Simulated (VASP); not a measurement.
# Al in VASP: a series of runs, part 2 of 2

VASP 6.6.1. Earlier steps stand in the parts before.

## Step 3: Single point, PBE

This run uses another cell than the first one: it holds 8 atoms, not 4.

INCAR

```
SYSTEM = Al
  ALGO = Fast
  EDIFF = 1E-6
  ENCUT = 520
  GGA = PE
  ISIF = 2
  ISMEAR = 0
  LASPH = .True.
  LCHARG = .False.
  LREAL = .False.
  LWAVE = .False.
  NBANDS = 22
  NELM = 80
  PREC = Accurate
  SIGMA = 0.2
```

KPOINTS

```
k-points
0
Gamma
  12 12 2
  0 0 0
```

POSCAR

```
Al
1.0
    2.8546073076      0.0000000000      0.0000000000
   -1.4273036538      2.4721624462      0.0000000000
    0.0000000000      0.0000000000     18.7705581333
Al
8
Direct
    0.0000000000      0.0000000000      0.2500000000
    0.0000000000      1.0000000000      0.7500000000
    0.6666666667      0.3333333333      0.3750000000
    0.6666666667      0.3333333333      0.8750000000
    0.0000000000      0.0000000000      0.0000000000
    0.0000000000      0.0000000000      0.5000000000
    0.3333333333      0.6666666667      0.1250000000
    0.3333333333      0.6666666667      0.6250000000
```

Potentials or basis: VASP PAW PBE potentials, release 64 (Al).

On the command line:

```bash
cat potpaw_PBE.64/Al/POTCAR > POTCAR
mpirun -np 1 vasp_std > vasp.out
```

OUTCAR:

```text
SYSTEM = Al
   EDIFF = 1E-6
   ENCUT = 520
   GGA = PE
   ISIF = 2
   ISMEAR = 0
   LASPH = .True.
   LREAL = .False.
   NELM = 80
   PREC = Accurate

 ion  position               nearest neighbor table
   1  0.000  0.000  0.250-   3 2.87   7 2.87   7 2.87   3 2.87   3 2.87   7 2.87
   2  0.000  0.000  0.750-   4 2.87   8 2.87   8 2.87   4 2.87   4 2.87   8 2.87
   3  0.667  0.333  0.375-   1 2.87   6 2.87   1 2.87   6 2.87   1 2.87   6 2.87
   4  0.667  0.333  0.875-   2 2.87   5 2.87   2 2.87   5 2.87   2 2.87   5 2.87
   5  0.000  0.000  0.000-   4 2.87   7 2.87   7 2.87   4 2.87   4 2.87   7 2.87
   6  0.000  0.000  0.500-   3 2.87   8 2.87   8 2.87   3 2.87   3 2.87   8 2.87
   7  0.333  0.667  0.125-   1 2.87   5 2.87   1 2.87   5 2.87   1 2.87   5 2.87
   8  0.333  0.667  0.625-   2 2.87   6 2.87   2 2.87   6 2.87   2 2.87   6 2.87
[... 7 lines left out ...]
 A1 = (   2.8546073076,   0.0000000000,   0.0000000000)
 A2 = (  -1.4273036538,   2.4721624462,   0.0000000000)
 A3 = (   0.0000000000,   0.0000000000,  18.7705581333)

Analysis of symmetry for initial positions (statically):
=====================================================================
 Subroutine PRICEL returns following result:

  LATTYP: Found a hexagonal cell.
 ALAT       =     2.8546073076
 C/A-ratio  =     3.2877653755

  Lattice vectors:

 A1 = (   2.8546073076,   0.0000000000,   0.0000000000)
 A2 = (  -1.4273036538,   2.4721624462,   0.0000000000)
 A3 = (   0.0000000000,   0.0000000000,   9.3852790666)

   2 primitive cells build up your supercell.

 Routine SETGRP: Setting up the symmetry group for a
 hexagonal supercell.

 Subroutine GETGRP returns: Found 24 space group operations
 (whereof 12 operations were pure point group operations)
 out of a pool of 24 trial point group operations.

The static configuration has the point symmetry D_3d.
 The point group associated with its full space group is D_6h.

Analysis of symmetry for dynamics (positions and initial velocities):
=====================================================================
 Subroutine PRICEL returns following result:

  LATTYP: Found a hexagonal cell.
 ALAT       =     2.8546073076
 C/A-ratio  =     3.2877653755

  Lattice vectors:

 A1 = (   2.8546073076,   0.0000000000,   0.0000000000)
 A2 = (  -1.4273036538,   2.4721624462,   0.0000000000)
 A3 = (   0.0000000000,   0.0000000000,   9.3852790666)

   2 primitive cells build up your supercell.

 Routine SETGRP: Setting up the symmetry group for a
 hexagonal supercell.

 Subroutine GETGRP returns: Found 24 space group operations
 (whereof 12 operations were pure point group operations)
 out of a pool of 24 trial point group operations.

The dynamic configuration has the point symmetry D_3d.
 The point group associated with its full space group is D_6h.

 Subroutine INISYM returns: Found 24 space group operations
 (whereof 12 operations are pure point group operations),
 and found     2 'primitive' translations

----------------------------------------------------------------------------------------

                                     Primitive cell

  volume of cell :      66.2324

  direct lattice vectors                    reciprocal lattice vectors
     2.854607308  0.000000000  0.000000000     0.350310881  0.202252081  0.000000000
[... 46 lines left out ...]
            Coordinates               Weight
  0.000000  0.000000  0.000000      1.000000
  0.083333 -0.000000  0.000000      6.000000
  0.166667 -0.000000  0.000000      6.000000
  0.250000  0.000000  0.000000      6.000000
  0.333333  0.000000  0.000000      6.000000
  0.416667  0.000000  0.000000      6.000000
[... 16 lines left out ...]
  0.250000  0.000000  0.500000      6.000000
  0.333333  0.000000  0.500000      6.000000
 [... further k-points ...]
   k-points           NKPTS =     38   k-points in BZ     NKDIM =     38   number of bands    NBANDS=     22
   number of dos      NEDOS =    301   number of ions     NIONS =      8
   total plane-waves  NPLWV =  80640
   dimension x,y,z NGX =    24 NGY =   24 NGZ =  140
   dimension x,y,z NGXF=    48 NGYF=   48 NGZF=  280
   ions per type =               8
   NGX,Y,Z   is equivalent  to a cutoff of  13.98, 13.98, 12.40 a.u.
   NGXF,Y,Z  is equivalent  to a cutoff of  27.95, 27.95, 24.80 a.u.
 SYSTEM =  Al
   PREC   = accura    normal or accurate (medium, high low for compatibility)
   ISTART =      0    job   : 0-new  1-cont  2-samecut
   ICHARG =      2    charge: 1-file 2-atom 10-const
   ISPIN  =      1    spin polarized calculation?
   LNONCOLLINEAR =      F non collinear calculations
   LSORBIT =      F    spin-orbit coupling
   LASPH  =      T    aspherical Exc in radial PAW
   ENCUT  =  520.0 eV  38.22 Ry    6.18 a.u.   5.31  5.31 34.90*2*pi/ulx,y,z
   NELM   =     80;   NELMIN=  2; NELMDL= -5     # of ELM steps
   EDIFF  = 0.1E-05   stopping-criterion for ELM
   LREAL  =      F    real-space projection
   EDIFFG = 0.1E-04   stopping-criterion for IOM
   NSW    =      0    number of steps for IOM
   IBRION =     -1    ionic relax: 0-MD 1-quasi-New 2-CG
   NFREE  =      0    steps in history (QN), initial steepest desc. (CG)
   ISIF   =      2    stress and relaxation
   ISYM   =      2    0-nonsym 1-usesym 2-fastsym
   POTIM  = 0.5000    time-step for ionic-motion
   TEBEG  =    0.0;   TEEND  =   0.0 temperature during run
   PSTRESS=    0.0 pullay stress
   NELECT =      24.0000    total number of electrons
   NUPDOWN=      -1.0000    fix difference up-down
   EMIN   =  10.00;   EMAX   =-10.00  energy-range for DOS
   EFERMI =   0.00;   METHOD = LEGACY
   ISMEAR =     0;   SIGMA  =   0.20  broadening in eV -4-tet -1-fermi 0-gaus
   EFERMI_NEDOS =   21; number of points for ismear=-14 and -15
   IALGO  =     68    algorithm
   IMIX   =      4    mixing-type and parameters
     AMIX     =   0.40;   BMIX     =  1.00
     AMIX_MAG =   1.60;   BMIX_MAG =  1.00
  volume/ion in A,a.u.               =      16.56       111.74
  Fermi-wavevector in a.u.,A,eV,Ry     =   0.926357  1.750561 11.675667  0.858137
  Thomas-Fermi vector in A             =   2.052311
   LORBIT       =      0    0 simple, 1 ext, 2 COOP (PROOUT), +10 PAW based schemes
   GGA     = PE    functional components
   LHFCALC =     F    Hartree Fock is set to
   AEXX    =    0.0000 exact exchange contribution
   IVDW    =     0    specifies the selected vdW correction
   LEPSILON=     F    determine dielectric tensor
   LRPA    =     F    only Hartree local field effects (RPA)
 non-spin polarized calculation
 RMM-DIIS sequential band-by-band and
 Gauss-broadening in eV      SIGMA  =   0.20
  energy-cutoff  :      520.00
  volume of cell :      132.46
 maximum number of plane-waves:      3592
 NGX is ok and might be reduce to    24

 number of electron      24.0000000 magnetization

 Free energy of the ion-electron system (eV)
  ---------------------------------------------------
  ext. energy  EPLUGINS =         0.00000000
  ---------------------------------------------------
  free energy    TOTEN  =       -29.88374145 eV

  energy without entropy =      -29.80910486  energy(sigma->0) =      -29.84642316

 E-fermi :   7.9456     XC(G=0): -10.1848

 val. band max:        7.9408781314   @ k =   0.3333   0.0833   0.0000
 cond. band min:       7.9640358449   @ k =   0.2500   0.2500   0.5000
 fundamental gap:      0.0231577135
 Fermi energy:         7.9455525198

 k-point     1 :       0.0000    0.0000    0.0000
  band No.  band energies     occupation
      1      -3.1481      2.00000
      2      -2.7285      2.00000
      3      -2.7285      2.00000
      4      -1.4775      2.00000
      5      -1.4767      2.00000
      6       0.5851      2.00000
[... 589 lines left out ...]
     21      14.2821      0.00000
     22      14.2822      0.00000

 [... further k-points ...]
[... 5 lines left out ...]
  --------------------------------------------------------------------------------------
  -------------------------------------------------------------------------------------
  Total        0.2217164      0.2217164     -0.5670943      0.0000000      0.0000000      0.0000000
  in kB        2.6816858      2.6816858     -6.8590707      0.0000000      0.0000000      0.0000000
  external PRESSURE =      -0.4985664 kB  Pullay stress =       0.0000000 kB

 VOLUME and BASIS-vectors are now :
 -----------------------------------------------------------------------------
  energy-cutoff  :      520.00
  volume of cell :      132.46
      direct lattice vectors                 reciprocal lattice vectors
     2.854607308  0.000000000  0.000000000     0.350310881  0.202252081  0.000000000
    -1.427303654  2.472162446  0.000000000     0.000000000  0.404504163  0.000000000
     0.000000000  0.000000000 18.770558133     0.000000000  0.000000000  0.053274921

 POSITION                                       TOTAL-FORCE (eV/Angst)
 -----------------------------------------------------------------------------------
      0.00000      0.00000      4.69264         0.000000     -0.000000      0.000000
      0.00000      0.00000     14.07792         0.000000     -0.000000      0.000000
      1.42730      0.82405      7.03896         0.000000     -0.000000      0.000000
      1.42730      0.82405     16.42424         0.000000      0.000000      0.000000
      0.00000      0.00000      0.00000         0.000000     -0.000000      0.000000
      0.00000      0.00000      9.38528         0.000000     -0.000000      0.000000
     -0.00000      1.64811      2.34632        -0.000000      0.000000      0.000000
     -0.00000      1.64811     11.73160        -0.000000      0.000000     -0.000000
 -----------------------------------------------------------------------------------
    total drift:                               -0.000000      0.000000     -0.000000

  FREE ENERGIE OF THE ION-ELECTRON SYSTEM (eV)
  ---------------------------------------------------
  free  energy   TOTEN  =       -29.8837414492 eV

  energy  without entropy=      -29.8091048621  energy(sigma->0) =      -29.84642316
```

Wall time 2.2 min (1 thread of Intel Xeon Platinum 8259CL at 2.50GHz (Skylake/Cascade Lake), shared host); peak memory 0.28 GiB.

What came out:

```yaml
Free_energy: -29.8837 eV
Pressure: 0.0 GPa
Band_gap_on_the_k_mesh: zero (band 12 reaches 11.70 eV, above the bottom of band 13 at 6.65 eV)
```

Levels at points of the mesh, in eV from the Fermi level:
```tsv
k point	band 8	band 9	band 10	band 11	band 12	band 13	band 14	band 15	band 16	band 17
(0.00, 0.00, 0.00)	-4.59	-4.44	-0.94	-0.94	3.32	3.33	8.15	8.15	10.75	10.75
(0.50, 0.00, 0.00)	-3.80	-3.30	-3.21	-1.83	-1.83	-1.18	-1.18	0.85	1.26	1.31
(0.00, 0.00, 0.50)	-6.04	-2.81	-2.81	1.12	1.12	5.68	5.68	10.60	10.60	10.84
(0.50, 0.00, 0.50)	-4.25	-2.66	-2.66	-2.58	-2.58	-0.26	-0.26	-0.15	-0.15	2.86
```

## Step 4: Single point, PBE

INCAR

```
SYSTEM = Al
PREC     = Accurate       ! precision mode
ENCUT    = 520            ! plane-wave cutoff, eV
EDIFF    = 1E-6           ! SCF threshold, eV
ISMEAR   = 0              ! smearing method
SIGMA    = 0.1            ! smearing width, eV
LREAL    = .False.        ! projectors in reciprocal space
LASPH    = .True.         ! aspherical terms in the spheres
NELM     = 100            ! most SCF steps
ALGO     = Normal         ! electronic algorithm
ISIF     = 2              ! what is computed and relaxed
LWAVE    = .False.        ! write WAVECAR
LCHARG   = .False.        ! write CHGCAR
GGA      = PE             ! functional
NBANDS   = 14             ! bands
```

KPOINTS

```
regular mesh
0
Gamma
  18 18 6
  0 0 0
```

POSCAR

```
Al
1.0
    2.8546073076      0.0000000000      0.0000000000
   -1.4273036538      2.4721624462      0.0000000000
    0.0000000000      0.0000000000      9.3852790666
Al
4
Direct
    0.0000000000      0.0000000000      0.5000000000
    0.6666666667      0.3333333333      0.7500000000
    0.0000000000      0.0000000000      0.0000000000
    0.3333333333      0.6666666667      0.2500000000
```

On the command line:

```bash
cat potpaw_PBE.64/Al/POTCAR > POTCAR
mpirun -np 1 vasp_std > vasp.out
```

Wall time 87 s (1 thread of Intel Xeon Platinum 8259CL at 2.50GHz (Skylake/Cascade Lake), shared host); peak memory 0.24 GiB.

Results (log left out):

* Free energy: -14.9379 eV
* Pressure: -0.1 GPa
* Band gap on the k mesh: zero (band 6 reaches 11.80 eV, above the bottom of band 7 at 6.43 eV)

Levels at points of the mesh, in eV from the Fermi level:
```csv
k point,band 3,band 4,band 5,band 6,band 7,band 8,band 9,band 10
"(0.00, 0.00, 0.00)",-9.43,-4.61,-4.45,3.31,3.32,10.74,10.74,10.93
"(0.50, 0.00, 0.00)",-3.89,-3.82,-3.32,-3.22,0.83,1.24,1.29,1.57
"(0.00, 0.00, 0.50)",-7.37,-7.37,-0.95,-0.95,8.13,8.13,11.06,11.06
"(0.50, 0.00, 0.50)",-4.74,-4.74,-1.85,-1.85,-1.20,-1.20,4.49,4.49
```

## Step 5: Single point, PBE

INCAR

```
  PREC = Accurate
  ENCUT = 520
  EDIFF = 1E-7
  ISMEAR = 0
  SIGMA = 0.1
  LREAL = False
  LASPH = True
  NELM = 80
  ALGO = Fast
  ISIF = 2
  LWAVE = False
  LCHARG = False
  GGA = PE
  NBANDS = 14
```

KPOINTS

```
regular mesh
0
Gamma
  18 18 6
```

POSCAR is that of step 4.

On the command line:

```bash
cat potpaw_PBE.64/Al/POTCAR > POTCAR
mpirun -np 1 vasp_std > vasp.out
```

Run time: 2.4 min. Hardware: 1 thread of Intel Xeon Platinum 8259CL at 2.50GHz (Skylake/Cascade Lake), shared host; peak memory 0.25 GiB.

Results (log left out):

```yaml
Free_energy: -14.9379 eV
Pressure: -0.1 GPa
Band_gap_on_the_k_mesh: zero (band 6 reaches 11.80 eV, above the bottom of band 7 at 6.43 eV)
```

Levels at points of the mesh, in eV from the Fermi level:
| k point | band 4 | band 5 | band 6 | band 7 | band 8 | band 9 |
| --- | --- | --- | --- | --- | --- | --- |
| (0.00, 0.00, 0.00) | -4.61 | -4.45 | 3.31 | 3.32 | 10.74 | 10.74 |
| (0.50, 0.00, 0.00) | -3.82 | -3.32 | -3.22 | 0.83 | 1.24 | 1.29 |
| (0.00, 0.00, 0.50) | -7.37 | -0.95 | -0.95 | 8.13 | 8.13 | 11.06 |
| (0.50, 0.00, 0.50) | -4.74 | -1.85 | -1.85 | -1.20 | -1.20 | 4.49 |

## Step 6: The runs side by side

| cell | k mesh | smearing | further INCAR settings | gap on the mesh (eV) | pressure (GPa) |
| --- | --- | --- | --- | --- | --- |
| a = 2.839, b = 2.839, c = 9.496 Å, angles 90.0, 90.0, 119.9°, 4 atoms | 8 × 8 × 2 | gaussian 0.1 eV | ALGO = Fast; EDIFF = 1e-06; NBANDS = 14 | none | -0.2 |
| a = 2.855, b = 2.855, c = 18.771 Å, angles 90.0, 90.0, 120.0°, 8 atoms | 12 × 12 × 2 | gaussian 0.2 eV | ALGO = Fast; EDIFF = 1e-06; NBANDS = 22 | none | 0.0 |
| a = 2.855, b = 2.855, c = 9.385 Å, angles 90.0, 90.0, 120.0°, 4 atoms | 18 × 18 × 6 | gaussian 0.1 eV | ALGO = Fast; EDIFF = 1e-07; NBANDS = 14 | none | -0.1 |

Alike in all rows: task single point; level PBE; potentials or basis VASP PAW PBE potentials, release 64 (Al); no spin polarisation; cutoff (eV) 520.

Total energies depend on the potentials used, so only differences within one code and one set of settings carry meaning.
